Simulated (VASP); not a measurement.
A run of VASP 6.6.1:

File INCAR:

```
SYSTEM = Cu
PREC = Accurate
ENCUT = 600
EDIFF = 1E-6
ISMEAR = -1
SIGMA = 0.05
LREAL = .False.
LASPH = .True.
NELM = 120
ALGO = Normal
ISIF = 2
LWAVE = .False.
LCHARG = .True.
GGA = PS
LELF = .True.
LVHAR = .True.
NBANDS = 12
GGA_COMPAT = .False.
```

KPOINTS

```
Automatic mesh
0
Gamma
  13 13 13
  0 0 0
```

File POSCAR:

```
Cu
1.0
    0.0000000000      1.7813545625      1.7813545625
    1.7813545625      0.0000000000      1.7813545625
    1.7813545625      1.7813545625      0.0000000000
Cu
1
Direct
    0.0000000000      0.0000000000      0.0000000000
```

Potentials or basis: VASP PAW PBE potentials, release 64 (Cu).

Command:

```sh
$ cat potpaw_PBE.64/Cu/POTCAR > POTCAR
$ mpirun -np 1 vasp_std > vasp.out
```

Hardware: 1 thread of AMD EPYC 7R13 Processor (Zen 3), with other jobs on the host.

Question: Estimate the wall time of this run.

Answer: Wall time 8.3 s on 1 thread of AMD EPYC 7R13 Processor (Zen 3), on a shared host, peak memory 0.1 GiB. Counts: scf iterations 11, k points 84.
